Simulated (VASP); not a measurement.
# Ti2O (P-3m1) in VASP: single point with r2SCAN

Aim: the single point of Ti2O with r2SCAN.

Program: VASP 6.6.1. These are calculated values, not measurements. Logs are shortened: lines on timing, memory, paths and dates and some standing lists are left out, and cuts for length are marked.

## 1. The cell of the first run

The structure is trigonal, space group P-3m1 (No. 164). Conventional cell: a = 2.955 Å, b = 2.955 Å, c = 4.800 Å, α = 90.00°, β = 90.00°, γ = 120.00°. Within 3.1 Å of Ti (site symmetry 3m) lie 3 O at 2.14 Å and 12 Ti at 2.81 to 3.08 Å. Within 2.8 Å of O (site symmetry -3m) lie 6 Ti at 2.14 Å.

## 2. Single point, r2SCAN

Contents of POSCAR:

```
Ti2O
1.0
    2.9550191569      0.0000000000      0.0000000000
   -1.4775095785      2.5591216586      0.0000000000
    0.0000000000      0.0000000000      4.8003666711
Ti O
2 1
Direct
    0.6666666667      0.3333333333      0.2676510079
    0.3333333333      0.6666666667      0.7323489921
    0.0000000000      0.0000000000      0.0000000000
```

Contents of INCAR.step1:

```
SYSTEM = Ti2O
PREC = Accurate ; ENCUT = 910
ISMEAR = 0 ; SIGMA = 0.1
LREAL = .False. ; LASPH = .True.
NELM = 120 ; NBANDS = 22
GGA = PE ; ALGO = Normal
EDIFF = 1E-5 ; LWAVE = .True.
LCHARG = .False. ; GGA_COMPAT = .False.
```

Contents of INCAR.step2:

```
SYSTEM = Ti2O
PREC = Accurate ; ENCUT = 910
EDIFF = 1E-6 ; ISMEAR = 0
SIGMA = 0.1 ; LREAL = .False.
LASPH = .True. ; NELM = 120
ALGO = Normal ; ISIF = 2
LWAVE = .False. ; LCHARG = .False.
METAGGA = R2SCAN ; LMIXTAU = .True.
NBANDS = 22 ; ISTART = 1
GGA_COMPAT = .False.
```

Contents of KPOINTS:

```
regular mesh
0
Gamma
  6 6 4
  0 0 0
```

Potentials or basis: VASP PAW PBE potentials, release 64 (Ti_sv, O_h).

On the command line:

```console
cat potpaw_PBE.64/Ti_sv/POTCAR potpaw_PBE.64/O_h/POTCAR > POTCAR
cp INCAR.step1 INCAR
mpirun -np 1 vasp_std > vasp.out
cp INCAR.step2 INCAR
mpirun -np 1 vasp_std > vasp.out
```

OUTCAR:

```text
SYSTEM = Ti2O
   PREC = Accurate
   ENCUT = 910
   EDIFF = 1E-6
   ISMEAR = 0
   LREAL = .False.
   LASPH = .True.
   NELM = 120
   ISIF = 2
   METAGGA = R2SCAN
   ISTART = 1

 ion  position               nearest neighbor table
   1  0.667  0.333  0.268-   3 2.14   3 2.14   3 2.14   2 2.81   2 2.81   2 2.81
   2  0.333  0.667  0.732-   3 2.14   3 2.14   3 2.14   1 2.81   1 2.81   1 2.81
   3  0.000  0.000  0.000-   1 2.14   2 2.14   1 2.14   2 2.14   1 2.14   2 2.14

  LATTYP: Found a hexagonal cell.
 ALAT       =     2.9550191569
 C/A-ratio  =     1.6244790359

  Lattice vectors:

 A1 = (   2.9550191569,   0.0000000000,   0.0000000000)
 A2 = (  -1.4775095785,   2.5591216586,   0.0000000000)
 A3 = (   0.0000000000,   0.0000000000,   4.8003666711)

Analysis of symmetry for initial positions (statically):
=====================================================================
 Subroutine PRICEL returns:
 Original cell was already a primitive cell.

 Routine SETGRP: Setting up the symmetry group for a
 hexagonal supercell.

 Subroutine GETGRP returns: Found 12 space group operations
 (whereof 12 operations were pure point group operations)
 out of a pool of 24 trial point group operations.

The static configuration has the point symmetry D_3d.

Analysis of symmetry for dynamics (positions and initial velocities):
=====================================================================
 Subroutine PRICEL returns:
 Original cell was already a primitive cell.

 Routine SETGRP: Setting up the symmetry group for a
 hexagonal supercell.

 Subroutine GETGRP returns: Found 12 space group operations
 (whereof 12 operations were pure point group operations)
 out of a pool of 24 trial point group operations.

The dynamic configuration has the point symmetry D_3d.

 Subroutine INISYM returns: Found 12 space group operations
 (whereof 12 operations are pure point group operations),
 and found     1 'primitive' translations

----------------------------------------------------------------------------------------

                                     Primitive cell

  volume of cell :      36.3016

  direct lattice vectors                    reciprocal lattice vectors
     2.955019157  0.000000000  0.000000000     0.338407282  0.195379535  0.000000000
    -1.477509579  2.559121659  0.000000000     0.000000000  0.390759070  0.000000000
     0.000000000  0.000000000  4.800366671     0.000000000  0.000000000  0.208317420

  length of vectors
     2.955019157  2.955019157  4.800366671     0.390759070  0.390759070  0.208317420

  position of ions in fractional coordinates (direct lattice)
     0.666666667  0.333333333  0.267651008
     0.333333333  0.666666667  0.732348992
     0.000000000  0.000000000  0.000000000

  ion indices of the primitive-cell ions
   primitive index   ion index
                 1           1
                 2           2
                 3           3

----------------------------------------------------------------------------------------

 KPOINTS: regular mesh

Automatic generation of k-mesh.
 Grid dimensions read from file:
 generate k-points for:    6    6    4

 Generating k-lattice:

  Cartesian coordinates                     Fractional coordinates (reciprocal lattice)
     0.056401214  0.032563256  0.000000000     0.166666667  0.000000000  0.000000000
     0.000000000  0.065126512  0.000000000     0.000000000  0.166666667  0.000000000
     0.000000000  0.000000000  0.052079355     0.000000000  0.000000000  0.250000000

  Length of vectors
     0.065126512  0.065126512  0.052079355

  Shift w.r.t. Gamma in fractional coordinates (k-lattice)
     0.000000000  0.000000000  0.000000000

 Subroutine IBZKPT returns following result:
 ===========================================

 Found     24 irreducible k-points:

 Following reciprocal coordinates:
            Coordinates               Weight
  0.000000  0.000000  0.000000      1.000000
  0.166667  0.000000  0.000000      6.000000
  0.333333 -0.000000  0.000000      6.000000
  0.500000  0.000000  0.000000      3.000000
  0.166667  0.166667  0.000000      6.000000
  0.333333  0.166667  0.000000     12.000000
[... 16 lines left out ...]
  0.333333  0.166667  0.500000     12.000000
  0.333333  0.333333  0.500000      2.000000
   k-points           NKPTS =     24   k-points in BZ     NKDIM =     24   number of bands    NBANDS=     22
   number of dos      NEDOS =    301   number of ions     NIONS =      3
   total plane-waves  NPLWV =  43200
   dimension x,y,z NGX =    30 NGY =   30 NGZ =   48
   dimension x,y,z NGXF=    60 NGYF=   60 NGZF=   96
   ions per type =               2   1
   NGX,Y,Z   is equivalent  to a cutoff of  16.88, 16.88, 16.62 a.u.
   NGXF,Y,Z  is equivalent  to a cutoff of  33.76, 33.76, 33.25 a.u.
 SYSTEM =  Ti2O
   PREC   = accura    normal or accurate (medium, high low for compatibility)
   ISTART =      1    job   : 0-new  1-cont  2-samecut
   ICHARG =      0    charge: 1-file 2-atom 10-const
   ISPIN  =      1    spin polarized calculation?
   LNONCOLLINEAR =      F non collinear calculations
   LSORBIT =      F    spin-orbit coupling
   LASPH  =      T    aspherical Exc in radial PAW
   ENCUT  =  910.0 eV  66.88 Ry    8.18 a.u.   7.27  7.27 11.81*2*pi/ulx,y,z
   NELM   =    120;   NELMIN=  2; NELMDL=  0     # of ELM steps
   EDIFF  = 0.1E-05   stopping-criterion for ELM
   LREAL  =      F    real-space projection
   EDIFFG = 0.1E-04   stopping-criterion for IOM
   NSW    =      0    number of steps for IOM
   IBRION =     -1    ionic relax: 0-MD 1-quasi-New 2-CG
   NFREE  =      0    steps in history (QN), initial steepest desc. (CG)
   ISIF   =      2    stress and relaxation
   ISYM   =      2    0-nonsym 1-usesym 2-fastsym
   POTIM  = 0.5000    time-step for ionic-motion
   TEBEG  =    0.0;   TEEND  =   0.0 temperature during run
   PSTRESS=    0.0 pullay stress
   NELECT =      30.0000    total number of electrons
   NUPDOWN=      -1.0000    fix difference up-down
   EMIN   =  10.00;   EMAX   =-10.00  energy-range for DOS
   EFERMI =   0.00;   METHOD = LEGACY
   ISMEAR =     0;   SIGMA  =   0.10  broadening in eV -4-tet -1-fermi 0-gaus
   EFERMI_NEDOS =   21; number of points for ismear=-14 and -15
   IALGO  =     38    algorithm
   IMIX   =      4    mixing-type and parameters
     AMIX     =   0.40;   BMIX     =  1.00
     AMIX_MAG =   1.60;   BMIX_MAG =  1.00
  volume/ion in A,a.u.               =      12.10        81.66
  Fermi-wavevector in a.u.,A,eV,Ry     =   1.536291  2.903168 32.112317  2.360189
  Thomas-Fermi vector in A             =   2.642960
   LORBIT       =      0    0 simple, 1 ext, 2 COOP (PROOUT), +10 PAW based schemes
   METAGGA = R2SCAN    functional components
   LHFCALC =     F    Hartree Fock is set to
   AEXX    =    0.0000 exact exchange contribution
   IVDW    =     0    specifies the selected vdW correction
   LEPSILON=     F    determine dielectric tensor
   LRPA    =     F    only Hartree local field effects (RPA)
 non-spin polarized calculation
 Gauss-broadening in eV      SIGMA  =   0.10
  energy-cutoff  :      910.00
  volume of cell :       36.30
 maximum number of plane-waves:      2297
 NGX is ok and might be reduce to    30
   NGX = 15   NGY = 15   NGZ = 23

 number of electron      30.0000003 magnetization

 Free energy of the ion-electron system (eV)
  ---------------------------------------------------
  ext. energy  EPLUGINS =         0.00000000
  ---------------------------------------------------
  free energy    TOTEN  =       -37.86116038 eV

  energy without entropy =      -37.85230717  energy(sigma->0) =      -37.85673378

 E-fermi :  10.3914     XC(G=0): -13.1562

 val. band max:       10.3811994862   @ k =   0.1667   0.0000   0.2500
 cond. band min:      10.4320018109   @ k =   0.3333   0.1667   0.5000
 fundamental gap:      0.0508023247
 Fermi energy:        10.3913921372

 k-point     1 :       0.0000    0.0000    0.0000
  band No.  band energies     occupation
      1     -49.3796      2.00000
      2     -49.2498      2.00000
      3     -25.0070      2.00000
      4     -24.3263      2.00000
      5     -24.3263      2.00000
      6     -24.2506      2.00000
[... 14 lines left out ...]
     21      11.5818      0.00000
     22      14.3560      0.00000

 k-point     2 :       0.1667    0.0000    0.0000
  band No.  band energies     occupation
      1     -49.3536      2.00000
      2     -49.2393      2.00000
      3     -24.9317      2.00000
      4     -24.4671      2.00000
      5     -24.3755      2.00000
      6     -24.3683      2.00000
[... 14 lines left out ...]
     21      12.3802      0.00000
     22      13.5141      0.00000

 k-point     3 :       0.3333   -0.0000    0.0000
  band No.  band energies     occupation
      1     -49.2969      2.00000
      2     -49.2227      2.00000
      3     -24.7708      2.00000
      4     -24.7390      2.00000
      5     -24.5994      2.00000
      6     -24.4444      2.00000
[... 14 lines left out ...]
     21      13.1326      0.00000
     22      13.8253      0.00000

 k-point     4 :       0.5000    0.0000    0.0000
  band No.  band energies     occupation
      1     -49.2621      2.00000
      2     -49.2206      2.00000
      3     -24.8908      2.00000
      4     -24.7441      2.00000
      5     -24.5865      2.00000
      6     -24.4802      2.00000
[... 14 lines left out ...]
     21      13.4067      0.00000
     22      13.4439      0.00000

 k-point     5 :       0.1667    0.1667    0.0000
  band No.  band energies     occupation
      1     -49.3120      2.00000
      2     -49.2260      2.00000
      3     -24.8057      2.00000
      4     -24.6197      2.00000
      5     -24.5975      2.00000
      6     -24.4015      2.00000
[... 417 lines left out ...]
 k-point    22 :       0.1667    0.1667    0.5000
  band No.  band energies     occupation
      1     -49.2872      2.00000
      2     -49.2510      2.00000
      3     -24.7669      2.00000
      4     -24.7174      2.00000
      5     -24.4704      2.00000
      6     -24.3867      2.00000
[... 14 lines left out ...]
     21      13.0965      0.00000
     22      13.4233      0.00000

 k-point    23 :       0.3333    0.1667    0.5000
  band No.  band energies     occupation
      1     -49.2505      2.00000
      2     -49.2322      2.00000
      3     -24.8617      2.00000
      4     -24.8164      2.00000
      5     -24.5366      2.00000
      6     -24.4919      2.00000
[... 14 lines left out ...]
     21      13.6219      0.00000
     22      13.8998      0.00000

 k-point    24 :       0.3333    0.3333    0.5000
  band No.  band energies     occupation
      1     -49.2321      2.00000
      2     -49.2321      2.00000
      3     -24.7672      2.00000
      4     -24.7672      2.00000
      5     -24.6660      2.00000
      6     -24.6593      2.00000
[... 14 lines left out ...]
     21      13.5194      0.00000
     22      13.8070      0.00000

------------------------ aborting loop because EDIFF is reached ----------------------------------------

  FORCE on cell =-STRESS in cart. coord.  units (eV):
  Direction    XX          YY          ZZ          XY          YZ          ZX
  --------------------------------------------------------------------------------------
  -------------------------------------------------------------------------------------
  Total        0.3057173      0.3057173      0.2157778     -0.0000000      0.0000000      0.0000000
  in kB       13.4928892     13.4928892      9.5233925     -0.0000000      0.0000000      0.0000000
  external PRESSURE =      12.1697236 kB  Pullay stress =       0.0000000 kB

 VOLUME and BASIS-vectors are now :
 -----------------------------------------------------------------------------
  energy-cutoff  :      910.00
  volume of cell :       36.30
      direct lattice vectors                 reciprocal lattice vectors
     2.955019157  0.000000000  0.000000000     0.338407282  0.195379535  0.000000000
    -1.477509579  2.559121659  0.000000000     0.000000000  0.390759070  0.000000000
     0.000000000  0.000000000  4.800366671     0.000000000  0.000000000  0.208317420

 POSITION                                       TOTAL-FORCE (eV/Angst)
 -----------------------------------------------------------------------------------
      1.47751      0.85304      1.28482         0.000000     -0.000000      0.093055
     -0.00000      1.70608      3.51554        -0.000000      0.000000     -0.093055
      0.00000      0.00000      0.00000         0.000000      0.000000     -0.000000
 -----------------------------------------------------------------------------------
    total drift:                               -0.000000      0.000000      0.000000

  FREE ENERGIE OF THE ION-ELECTRON SYSTEM (eV)
  ---------------------------------------------------
  free  energy   TOTEN  =       -37.8611603822 eV

  energy  without entropy=      -37.8523071736  energy(sigma->0) =      -37.85673378
```

Wall time 3.1 min (1 thread of AMD EPYC 7R43 (Zen 3), shared host); peak memory 0.19 GiB.

Results:

* Free energy: -37.8612 eV
* Pressure: 1.2 GPa
* Largest force: 0.093 eV/Å
* Band gap on the k mesh: zero (bands 15 and 16 overlap by 0.86 eV)

Forces in eV/Å, atoms in the order of the input:
```
Ti   0.000  0.000  0.093
Ti   0.000  0.000 -0.093
O    0.000  0.000  0.000
```

Levels at points of the mesh, in eV from the Fermi level:
| k point | band 11 | band 12 | band 13 | band 14 | band 15 | band 16 | band 17 | band 18 | band 19 | band 20 |
| --- | --- | --- | --- | --- | --- | --- | --- | --- | --- | --- |
| (0.00, 0.00, 0.00) | -6.58 | -6.58 | -4.21 | -0.41 | 0.12 | 0.48 | 0.48 | 1.05 | 1.05 | 1.19 |
| (0.50, 0.00, 0.00) | -7.51 | -7.03 | -2.81 | -1.65 | -0.84 | 1.10 | 1.74 | 2.82 | 2.87 | 2.98 |
| (0.00, 0.00, 0.50) | -6.64 | -6.64 | -2.31 | -1.95 | 0.09 | 0.09 | 1.11 | 1.90 | 1.90 | 2.18 |
| (0.50, 0.00, 0.50) | -7.53 | -6.96 | -1.86 | -1.60 | -0.71 | -0.57 | 0.97 | 2.75 | 2.91 | 2.93 |

Caveat: the k points lie up to 0.41 Å⁻¹ apart, too coarse for converged energies and pressures of a metal; the PAW data sets were made with another functional, which shifts forces and pressure a little.

The gap in the log of VASP goes by the Fermi energy; the results here count the filled bands.